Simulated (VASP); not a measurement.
Here is a VASP 6.6.1 calculation.

Contents of INCAR:

```
ALGO = Normal
EDIFF = 1E-6
ENCUT = 520
GGA = PS
ISIF = 2
ISMEAR = 0
LASPH = T
LCHARG = F
LREAL = Auto
LWAVE = F
NBANDS = 118
NELM = 100
PREC = Accurate
SIGMA = 0.1
```

File KPOINTS:

```
k-points
0
Gamma
  3 3 3
```

Contents of POSCAR:

```
In16H
1.0
    7.4517846848      0.0000000000      0.0000000000
    0.0000000000      7.4517846848      0.0000000000
    0.0000000000      0.0000000000      7.4517846848
In H
16 1
Direct
   -0.0226183401     -0.0226184742     -0.0024571295
    0.5091886253     -0.0166377593      0.0000319387
   -0.0166377593      0.5091891621      0.0000319387
    0.0126137568      0.0126137568      0.5024499712
    0.2614001991      0.2614007358      0.2491858096
    0.5155254966      0.5155256308      0.0021802831
    0.4957946527     -0.0024069402      0.4999133976
    0.7492907050      0.2449189123      0.2493416113
   -0.0024076112      0.4957950553      0.4999132634
    0.2449190465      0.7492905708      0.2493418796
    0.2644689941      0.2644696651      0.7484997535
    0.5096678394      0.5096674368      0.4968225944
    0.7562764141      0.7562766825      0.2721377611
    0.7468541075      0.2470832261      0.7506635305
    0.2470833603      0.7468538391      0.7506631279
    0.7532784745      0.7532786087      0.7278495326
    0.1693853289      0.1693830476     -0.0037765450
```

Potentials or basis: VASP PAW PBE potentials, release 64 (In_d, H).

The run is started by

```bash
$ cat potpaw_PBE.64/In_d/POTCAR potpaw_PBE.64/H/POTCAR > POTCAR
$ mpirun -np 1 vasp_std > vasp.out
```

Question: Estimate the largest force.

Answer: 0.032 eV/Å.

Question: What does it give for the pressure?

Answer: 0.6 GPa.

Stress tensor (GPa, compression positive):
```
0.57 0.22 0.00
0.22 0.57 0.00
0.00 0.00 0.63
```

Caveat: the PAW data sets were made with another functional, which shifts forces and pressure a little.
